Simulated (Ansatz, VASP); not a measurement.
## F in VASP and in Ansatz

INCAR

```
ALGO = Normal
EDIFF = 1E-7
ENCUT = 520
GGA = PS
ISIF = 2
ISMEAR = 0
LASPH = True
LCHARG = False
LREAL = False
LWAVE = False
NBANDS = 22
NELM = 100
PREC = Accurate
SIGMA = 0.05
```

KPOINTS

```
k-points
0
Gamma
  4 4 2
```

The input POSCAR:

```
F
1.0
    3.1250888338     -1.7960956580     -0.2410338105
    3.1250888338      1.7960956580     -0.2410338105
   -2.3498280761      0.0000000000      7.1928711320
F
4
Direct
    0.0848459664      0.0848459664      0.0940038325
    0.9151540336      0.9151540336      0.9059961675
    0.5015719855      0.5015719855      0.5937195244
    0.4984280145      0.4984280145      0.4062804756
```

Input for Ansatz:

```yaml
crystal:
  lattice:
    - [3.1250888338, -1.796095658, -0.2410338105]
    - [3.1250888338, 1.796095658, -0.2410338105]
    - [-2.3498280761, 0.0, 7.192871132]
  atoms:
    - { symbol: F, position: [0.0848459664, 0.0848459664, 0.0940038325] }
    - { symbol: F, position: [0.9151540336, 0.9151540336, 0.9059961675] }
    - { symbol: F, position: [0.5015719855, 0.5015719855, 0.5937195244] }
    - { symbol: F, position: [0.4984280145, 0.4984280145, 0.4062804756] }
basis:
  ecutwfc: 520.0
kpoints:
  mp_grid: { grid: [4, 4, 2] }
hamiltonian:
  xc: pbesol
scf:
  occupations: { method: gaussian, width: 0.05 }
output:
  forces: true
  stress: true
  eigenvalues: true
```

Change from the starting cell: volume 19.678 Å^3 an atom, stretch along a over the lengths across it, relative to the relaxed cell 1.0000.

Alike in both runs: task single point; functional PBEsol; k mesh 4 × 4 × 2; occupations gaussian, width 0.05 eV; no spin polarisation.

```csv
,VASP,Ansatz
version,VASP 6.6.1,Ansatz 0.2.0
potentials or method,"VASP PAW PBE potentials, release 64 (F), cutoff 520 eV","scalar-relativistic, plane waves, PAW"
valence electrons in the cell,28,28
```

Ansatz gave:

- gap on the k mesh at the Fermi level (eV): 2.97
- least direct gap on the mesh (eV): 3.05
- pressure (GPa): -0.8
- traceless stress, the component that is largest in VASP (GPa): -1.26
- rms of the force components (eV/Å): 0.231

Task: Which values does VASP return?

Result: gap on the k mesh at the Fermi level (eV): 2.90; least direct gap on the mesh (eV): 2.98; pressure (GPa): -0.5; traceless stress, the component that is largest in VASP (GPa): 0.02; rms of the force components (eV/Å): 0.006.

VASP's potentials were made for PBE, not for PBEsol. Atom by atom the forces differ by 0.236 eV/Å (rms over components). One of these differences is far larger than is usual between the two programs; its cause wasn't traced.

The k mesh is coarse, so the values compare programs but aren't converged.
